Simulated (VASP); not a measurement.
HfN (lda): relaxation of cell and atoms with LDA

HfN (lda):

```
CELL_PARAMETERS angstrom
0.00000 2.25586 2.25586
2.25586 0.00000 2.25586
2.25586 2.25586 0.00000
ATOMIC_POSITIONS crystal
Hf 0.00000 0.00000 0.00000
N 0.50000 0.50000 0.50000
```

| Item | Value |
| --- | --- |
| Program | VASP 6.6.1 |
| Task | relaxation of cell and atoms |
| Functional | LDA |
| Potentials or basis | VASP PAW LDA potentials, release 64 (Hf_pv, N) |
| Cutoff | 600 eV |
| k mesh | 16 × 16 × 16 |
| Occupations | gaussian, width 0.1 eV |
| Spin | no spin polarisation |
| Dipole correction | no |
| Further INCAR settings | ALGO = Normal; EDIFF = 1e-06; IBRION = 2; EDIFFG = -0.002; NSW = 100; ISIF = 3 |

* Relaxed volume: 11.10 Å³/atom
* Relaxed cell: a = 3.155 Å, b = 3.155 Å, c = 3.155 Å, α = 60.00°, β = 60.00°, γ = 60.00°
* Space group after relaxing (to 0.05 Å): Fm-3m (No. 225)
* Energy gained by relaxing: 11.6 meV/atom
* Ionic steps: 4
* Pressure after relaxing: 0.0 GPa

Step by step:
```tsv
step	energy change (eV)	largest force (eV/Å)	pressure (GPa)	volume (Å³)
1	0.0000	0.0000	-9.55	22.96
2	0.0788	0.0000	24.02	20.76
3	-0.0232	0.0000	-0.24	22.22
4	-0.0232	0.0000	-0.02	22.21
```

Final structure:
```
Hf N
1.0
     0.00000    2.23091    2.23091
     2.23091    0.00000    2.23091
     2.23091    2.23091    0.00000
Hf N
1 1
Direct
  0.00000 0.00000 0.00000
  0.50000 0.50000 0.50000
```

Levels at points of the mesh, in eV from the Fermi level:
```
           k point  band 4  band 5  band 6  band 7  band 8  band 9  band 10  band 11
(0.00, 0.00, 0.00)  -17.45   -2.98   -2.98   -2.98   -0.41   -0.41    -0.41     2.01
(0.50, 0.00, 0.00)  -14.41   -9.05   -6.34   -6.34    3.46    3.87     3.87     4.77
(0.50, 0.50, 0.00)  -16.33   -5.27   -3.99   -3.61   -3.61    4.26     5.79     5.79
```

It took 2.9 min on 1 thread of Intel(R) Xeon(R) Platinum 8259CL CPU @ 2.50GHz (Skylake/Cascade Lake), on a shared host, peak memory 0.19 GiB.

Caveat: spin-orbit coupling is left out, which moves the levels of the heavy elements.
